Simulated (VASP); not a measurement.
# TiC (rock salt type) in VASP: settings compared

Aim: see how the results for TiC (rock salt type) move with the level of theory and the settings. Levels: PBE, HSE06. Tasks: single point.

All numbers are computed with VASP 6.6.1; they aren't measurements. Logs are shortened: lines on timing, memory, paths and dates and some standing lists are left out, and cuts for length are marked.

## Step 1: The cell of the first run

It takes space group I4mm (No. 107, tetragonal). The conventional cell has a = 3.062 Å, b = 3.062 Å, c = 4.330 Å, α = 90.00°, β = 90.00°, γ = 90.00°. Ti (site symmetry 4mm) has 6 C at 2.15 to 2.18 Å within 2.8 Å. Within 2.8 Å of C (site symmetry 4mm) lie 6 Ti at 2.15 to 2.18 Å.

## Step 2: Single point, PBE

File INCAR:

```
SYSTEM = TiC
PREC = Accurate
ENCUT = 520
EDIFF = 1E-7
ISMEAR = -1
SIGMA = 0.1
LREAL = .FALSE.
LASPH = .TRUE.
NELM = 60
ALGO = Normal
ISIF = 2
LWAVE = .FALSE.
LCHARG = .FALSE.
GGA = PE
NBANDS = 15
```

File KPOINTS:

```
Automatic mesh
0
G
  8 8 8
  0 0 0
```

File POSCAR:

```
TiC
1.0
    0.0000000000      2.1650000000      2.1650000000
    2.1650000000      0.0000000000      2.1650000000
    2.1650000000      2.1650000000      0.0000000000
Ti C
1 1
Direct
   -0.0046189376      0.0046189376      0.0046189376
    0.5000000000      0.5000000000      0.5000000000
```

Potentials or basis: VASP PAW PBE potentials, release 64 (Ti_sv, C).

Run with:

```
$ cat potpaw_PBE.64/Ti_sv/POTCAR potpaw_PBE.64/C/POTCAR > POTCAR
$ mpirun -np 1 vasp_std > vasp.out
```

OUTCAR:

```text
SYSTEM = TiC
   PREC = Accurate
   ENCUT = 520
   EDIFF = 1E-7
   ISMEAR = -1
   LREAL = .FALSE.
   LASPH = .TRUE.
   NELM = 60
   ISIF = 2
   GGA = PE

 ion  position               nearest neighbor table
   1  0.995  0.005  0.005-   2 2.15   2 2.17   2 2.17   2 2.17   2 2.17   2 2.18
   2  0.500  0.500  0.500-   1 2.15   1 2.17   1 2.17   1 2.17   1 2.17   1 2.18

  LATTYP: Found a face centered cubic cell.
 ALAT       =     4.3300000000

  Lattice vectors:

 A1 = (   0.0000000000,   2.1650000000,   2.1650000000)
 A2 = (   2.1650000000,   0.0000000000,   2.1650000000)
 A3 = (   2.1650000000,   2.1650000000,   0.0000000000)

Analysis of symmetry for initial positions (statically):
=====================================================================
 Subroutine PRICEL returns:
 Original cell was already a primitive cell.

 Routine SETGRP: Setting up the symmetry group for a
 face centered cubic supercell.

 Subroutine GETGRP returns: Found  8 space group operations
 (whereof  8 operations were pure point group operations)
 out of a pool of 48 trial point group operations.

The static configuration has the point symmetry C_4v.

Analysis of symmetry for dynamics (positions and initial velocities):
=====================================================================
 Subroutine PRICEL returns:
 Original cell was already a primitive cell.

 Routine SETGRP: Setting up the symmetry group for a
 face centered cubic supercell.

 Subroutine GETGRP returns: Found  8 space group operations
 (whereof  8 operations were pure point group operations)
 out of a pool of 48 trial point group operations.

The dynamic configuration has the point symmetry C_4v.

 Subroutine INISYM returns: Found  8 space group operations
 (whereof  8 operations are pure point group operations),
 and found     1 'primitive' translations

----------------------------------------------------------------------------------------

                                     Primitive cell

  volume of cell :      20.2957

  direct lattice vectors                    reciprocal lattice vectors
     0.000000000  2.165000000  2.165000000    -0.230946882  0.230946882  0.230946882
     2.165000000  0.000000000  2.165000000     0.230946882 -0.230946882  0.230946882
     2.165000000  2.165000000  0.000000000     0.230946882  0.230946882 -0.230946882

  length of vectors
     3.061772363  3.061772363  3.061772363     0.400011734  0.400011734  0.400011734

  position of ions in fractional coordinates (direct lattice)
     0.995381062  0.004618938  0.004618938
     0.500000000  0.500000000  0.500000000

  ion indices of the primitive-cell ions
   primitive index   ion index
                 1           1
                 2           2

----------------------------------------------------------------------------------------

 KPOINTS: Automatic mesh

Automatic generation of k-mesh.
 Grid dimensions read from file:
 generate k-points for:    8    8    8

 Generating k-lattice:

  Cartesian coordinates                     Fractional coordinates (reciprocal lattice)
    -0.028868360  0.028868360  0.028868360     0.125000000  0.000000000  0.000000000
     0.028868360 -0.028868360  0.028868360     0.000000000  0.125000000  0.000000000
     0.028868360  0.028868360 -0.028868360     0.000000000  0.000000000  0.125000000

  Length of vectors
     0.050001467  0.050001467  0.050001467

  Shift w.r.t. Gamma in fractional coordinates (k-lattice)
     0.000000000  0.000000000  0.000000000

 Subroutine IBZKPT returns following result:
 ===========================================

 Found     59 irreducible k-points:

 Following reciprocal coordinates:
            Coordinates               Weight
  0.000000  0.000000  0.000000      1.000000
  0.125000  0.000000  0.000000      8.000000
  0.250000  0.000000  0.000000      8.000000
  0.375000  0.000000  0.000000      8.000000
  0.500000  0.000000  0.000000      4.000000
  0.125000  0.125000  0.000000      4.000000
[... 16 lines left out ...]
  0.000000  0.375000  0.250000      8.000000
  0.500000  0.250000  0.000000     16.000000
 [... further k-points ...]
   k-points           NKPTS =     59   k-points in BZ     NKDIM =     59   number of bands    NBANDS=     15
   number of dos      NEDOS =    301   number of ions     NIONS =      2
   total plane-waves  NPLWV =  13824
   dimension x,y,z NGX =    24 NGY =   24 NGZ =   24
   dimension x,y,z NGXF=    48 NGYF=   48 NGZF=   48
   ions per type =               1   1
   NGX,Y,Z   is equivalent  to a cutoff of  13.03, 13.03, 13.03 a.u.
   NGXF,Y,Z  is equivalent  to a cutoff of  26.06, 26.06, 26.06 a.u.
 SYSTEM =  TiC
   PREC   = accura    normal or accurate (medium, high low for compatibility)
   ISTART =      0    job   : 0-new  1-cont  2-samecut
   ICHARG =      2    charge: 1-file 2-atom 10-const
   ISPIN  =      1    spin polarized calculation?
   LNONCOLLINEAR =      F non collinear calculations
   LSORBIT =      F    spin-orbit coupling
   LASPH  =      T    aspherical Exc in radial PAW
   ENCUT  =  520.0 eV  38.22 Ry    6.18 a.u.   5.69  5.69  5.69*2*pi/ulx,y,z
   NELM   =     60;   NELMIN=  2; NELMDL= -5     # of ELM steps
   EDIFF  = 0.1E-06   stopping-criterion for ELM
   LREAL  =      F    real-space projection
   EDIFFG = 0.1E-05   stopping-criterion for IOM
   NSW    =      0    number of steps for IOM
   IBRION =     -1    ionic relax: 0-MD 1-quasi-New 2-CG
   NFREE  =      0    steps in history (QN), initial steepest desc. (CG)
   ISIF   =      2    stress and relaxation
   ISYM   =      2    0-nonsym 1-usesym 2-fastsym
   POTIM  = 0.5000    time-step for ionic-motion
   TEBEG  =    0.0;   TEEND  =   0.0 temperature during run
   PSTRESS=    0.0 pullay stress
   NELECT =      16.0000    total number of electrons
   NUPDOWN=      -1.0000    fix difference up-down
   EMIN   =  10.00;   EMAX   =-10.00  energy-range for DOS
   EFERMI =   0.00;   METHOD = LEGACY
   ISMEAR =    -1;   SIGMA  =   0.10  broadening in eV -4-tet -1-fermi 0-gaus
   EFERMI_NEDOS =   21; number of points for ismear=-14 and -15
   IALGO  =     38    algorithm
   IMIX   =      4    mixing-type and parameters
     AMIX     =   0.40;   BMIX     =  1.00
     AMIX_MAG =   1.60;   BMIX_MAG =  1.00
  volume/ion in A,a.u.               =      10.15        68.48
  Fermi-wavevector in a.u.,A,eV,Ry     =   1.512331  2.857892 31.118508  2.287146
  Thomas-Fermi vector in A             =   2.622270
   LORBIT       =      0    0 simple, 1 ext, 2 COOP (PROOUT), +10 PAW based schemes
   GGA     = PE    functional components
   LHFCALC =     F    Hartree Fock is set to
   AEXX    =    0.0000 exact exchange contribution
   IVDW    =     0    specifies the selected vdW correction
   LEPSILON=     F    determine dielectric tensor
   LRPA    =     F    only Hartree local field effects (RPA)
 non-spin polarized calculation
  energy-cutoff  :      520.00
  volume of cell :       20.30
 maximum number of plane-waves:       568
   NGX = 11   NGY = 11   NGZ = 11

 number of electron      16.0000000 magnetization

 Free energy of the ion-electron system (eV)
  ---------------------------------------------------
  ext. energy  EPLUGINS =         0.00000000
  ---------------------------------------------------
  free energy    TOTEN  =       -18.71017636 eV

  energy without entropy =      -18.69990225  energy(sigma->0) =      -18.70503931

 E-fermi :   9.3910     XC(G=0): -12.7026

 val. band max:        9.3909254055   @ k =   0.0000   0.5000   0.5000
 cond. band min:       9.4013706058   @ k =   0.1250   0.1250   0.0000
 fundamental gap:      0.0104452004
 Fermi energy:         9.3909878694

 k-point     1 :       0.0000    0.0000    0.0000
  band No.  band energies     occupation
      1     -47.1621      2.00000
      2     -23.1858      2.00000
      3     -23.1858      2.00000
      4     -23.1857      2.00000
      5      -2.9758      2.00000
      6      10.1028      0.00162
      7      10.1028      0.00162
      8      10.1180      0.00139
      9      10.9466      0.00000
     10      11.1210      0.00000
     11      11.1210      0.00000
     12      11.1390      0.00000
     13      11.3003      0.00000
     14      19.9205      0.00000
     15      23.4586      0.00000

 k-point     2 :       0.1250    0.0000    0.0000
  band No.  band energies     occupation
      1     -47.1514      2.00000
      2     -23.2611      2.00000
      3     -23.1929      2.00000
      4     -23.1928      2.00000
      5      -2.6270      2.00000
      6       8.7803      1.99555
      7       9.1365      1.85444
      8       9.1512      1.83333
      9      10.5320      0.00002
     10      10.5358      0.00002
     11      11.6705      0.00000
     12      13.1946      0.00000
     13      13.2047      0.00000
     14      20.4707      0.00000
     15      23.5172      0.00000

 k-point     3 :       0.2500    0.0000    0.0000
  band No.  band energies     occupation
      1     -47.1256      2.00000
      2     -23.4393      2.00000
      3     -23.2100      2.00000
      4     -23.2099      2.00000
      5      -1.6663      2.00000
      6       6.6872      2.00000
      7       7.7294      2.00000
      8       7.7327      2.00000
      9      11.1886      0.00000
     10      11.1897      0.00000
     11      12.2535      0.00000
     12      15.2677      0.00000
     13      15.2726      0.00000
     14      20.5131      0.00000
     15      23.8158      0.00000
[... 343 lines left out ...]
 k-point    23 :       0.0000    0.3750    0.2500
  band No.  band energies     occupation
      1     -47.0927      2.00000
      2     -23.5176      2.00000
      3     -23.3071      2.00000
      4     -23.2947      2.00000
      5      -0.8569      2.00000
      6       5.4766      2.00000
      7       7.5413      2.00000
      8       8.4236      1.99987
      9       9.8629      0.01769
     10      12.2294      0.00000
     11      13.2731      0.00000
     12      13.7816      0.00000
     13      16.0749      0.00000
     14      22.4860      0.00000
     15      23.7290      0.00000

 k-point    24 :       0.5000    0.2500    0.0000
  band No.  band energies     occupation
      1     -47.0769      2.00000
      2     -23.5848      2.00000
      3     -23.3652      2.00000
      4     -23.2944      2.00000
      5      -0.1698      2.00000
      6       5.1133      2.00000
      7       6.5462      2.00000
      8       7.5571      2.00000
      9      10.8946      0.00000
     10      12.5871      0.00000
     11      13.2414      0.00000
     12      15.0218      0.00000
     13      15.9666      0.00000
     14      21.3902      0.00000
     15      23.6779      0.00000

 [... further k-points ...]

------------------------ aborting loop because EDIFF is reached ----------------------------------------

  FORCE on cell =-STRESS in cart. coord.  units (eV):
  Direction    XX          YY          ZZ          XY          YZ          ZX
  --------------------------------------------------------------------------------------
  -------------------------------------------------------------------------------------
  Total        0.1120824      0.0984271      0.0984271     -0.0000000      0.0000000      0.0000000
  in kB        8.8479852      7.7700070      7.7700070     -0.0000000      0.0000000      0.0000000
  external PRESSURE =       8.1293330 kB  Pullay stress =       0.0000000 kB

 VOLUME and BASIS-vectors are now :
 -----------------------------------------------------------------------------
  energy-cutoff  :      520.00
  volume of cell :       20.30
      direct lattice vectors                 reciprocal lattice vectors
     0.000000000  2.165000000  2.165000000    -0.230946882  0.230946882  0.230946882
     2.165000000  0.000000000  2.165000000     0.230946882 -0.230946882  0.230946882
     2.165000000  2.165000000  0.000000000     0.230946882  0.230946882 -0.230946882

 POSITION                                       TOTAL-FORCE (eV/Angst)
 -----------------------------------------------------------------------------------
      0.02000      2.16500      2.16500        -0.191710      0.000000      0.000000
      2.16500      2.16500      2.16500         0.191710      0.000000      0.000000
 -----------------------------------------------------------------------------------
    total drift:                                0.000079     -0.000000     -0.000000

  FREE ENERGIE OF THE ION-ELECTRON SYSTEM (eV)
  ---------------------------------------------------
  free  energy   TOTEN  =       -18.7101763600 eV

  energy  without entropy=      -18.6999022504  energy(sigma->0) =      -18.70503931
```

It took 22 s on 1 thread of Intel Xeon 8259CL, shared host; peak memory 0.15 GiB.

What came out:

* Free energy: -18.7102 eV
* Pressure: 0.8 GPa
* Largest force: 0.192 eV/Å
* Band gap on the k mesh: zero (bands 8 and 9 overlap by 1.10 eV)

Forces in eV/Å, atoms in the order of the input:
```
Ti  -0.192  0.000  0.000
C    0.192  0.000  0.000
```

Levels at points of the mesh, in eV from the Fermi level:
```
           k point  band 4  band 5  band 6  band 7  band 8  band 9  band 10  band 11  band 12  band 13
(0.00, 0.00, 0.00)  -32.58  -12.37    0.71    0.71    0.73    1.56     1.73     1.73     1.75     1.91
(0.50, 0.00, 0.00)  -32.62   -8.88   -5.81   -2.86   -2.86    2.95     2.95     4.14     8.09     8.19
(0.50, 0.50, 0.00)  -32.75  -10.08   -3.40   -1.60    0.00    0.01     2.75     3.55     3.55     5.84
(0.00, 0.50, 0.50)  -32.75  -10.08   -3.40   -1.59    0.00    0.00     2.74     3.55     3.55     5.83
```

[end of part 1 of 3]
